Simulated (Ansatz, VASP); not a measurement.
## Cu in VASP and in Ansatz

INCAR

```
PREC = Accurate ; ENCUT = 520
EDIFF = 1E-6 ; ISMEAR = -1
SIGMA = 0.1 ; LREAL = False
LASPH = True ; NELM = 80
ALGO = Normal ; ISIF = 2
LWAVE = False ; LCHARG = True
GGA = B5 ; ALDAX = 1.0
AGGAX = 1.0 ; AGGAC = 1.0
ALDAC = 0.0 ; LELF = True
LVHAR = True ; NBANDS = 12
```

The input KPOINTS:

```
Automatic mesh
0
Gamma
  24 24 24
```

POSCAR

```
Cu
1.0
    0.0000000000      1.7737195962      1.7737195962
    1.7737195962      0.0000000000      1.7737195962
    1.7737195962      1.7737195962      0.0000000000
Cu
1
Direct
    0.0000000000      0.0000000000      0.0000000000
```

Input for Ansatz:

```yaml
crystal:
  lattice:
    - [0.0, 1.7737195962, 1.7737195962]
    - [1.7737195962, 0.0, 1.7737195962]
    - [1.7737195962, 1.7737195962, 0.0]
  atoms:
    - { symbol: Cu, position: [0.0, 0.0, 0.0] }
hamiltonian:
  xc: blyp
  pseudopotentials:
    kind: paw
    azcp:
      Cu: "pseudopotentials/Cu.paw.azcp"
basis:
  ecutwfc: 420
  fft_grid_basis: typed
kpoints:
  mp_grid: { grid: [24, 24, 24], shift: [0, 0, 0] }
magnetization:
  spin_polarized: false
scf:
  occupations: { method: fermi_dirac, width: 0.1 }
output:
  stress: true
```

Alike in both runs: task single point; functional BLYP; k mesh 24 × 24 × 24; occupations fermi-dirac, width 0.1 eV; no spin polarisation.

|  | VASP | Ansatz |
| --- | --- | --- |
| version | VASP 6.6.1 | Ansatz 0.2.0 |
| potentials or method | VASP PAW PBE potentials, release 64 (Cu), cutoff 520 eV | plane waves (420 eV) with PAW, scalar-relativistic |
| valence electrons in the cell | 11 | 19 |

VASP gave:

* pressure (GPa): 21.3

Task: Estimate Ansatz's values.

Result: Pressure (GPa): 20.6.

VASP's potentials were made for PBE, not for BLYP. VASP's potentials hold 11 valence electrons a cell and Ansatz's 19, so a difference there can come from the potentials and not from the codes.
